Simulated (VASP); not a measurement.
Crystal: PtSe2 (Sudovikovite).

```
CELL_PARAMETERS angstrom
3.77301 0.00000 0.00000
-1.88650 3.26752 0.00000
0.00000 0.00000 5.12861
ATOMIC_POSITIONS crystal
Pt 0.00000 0.00000 0.00000
Se 0.66667 0.33333 0.75000
Se 0.33333 0.66667 0.25000
```

This cell differs from its parent crystal: volume scaled by 1.04.

Base run:

```yaml
Program: VASP 6.6.1
Functional: PBEsol
Potentials_or_basis: VASP PAW PBE potentials, release 64 (Pt, Se)
Cutoff: 520 eV
k_mesh: 8 × 8 × 5
Occupations: fermi-dirac, width 0.05 eV
Spin: no spin polarisation
```

Its results: band gap on the k mesh zero (band 11 reaches 6.26 eV, above the bottom of band 12 at 5.94 eV); pressure -2.7 GPa; largest force 0.115 eV/Å.

Question: The run is repeated on the same cell with these changes: dispersion from none to D4. What comes out?

Answer: Band gap on the k mesh zero (band 11 reaches 6.26 eV, above the bottom of band 12 at 5.94 eV); pressure -4.7 GPa; largest force 0.108 eV/Å.

Dispersion adds attraction, which lowers the pressure at fixed volume and, as a term added to the energy, leaves the levels alone.

Caveats: the PAW data sets were made with another functional, which shifts forces and pressure a little; spin-orbit coupling is left out, which moves the levels of the heavy elements; pairwise dispersion overbinds metals, which lowers pressure and volume (some runs).
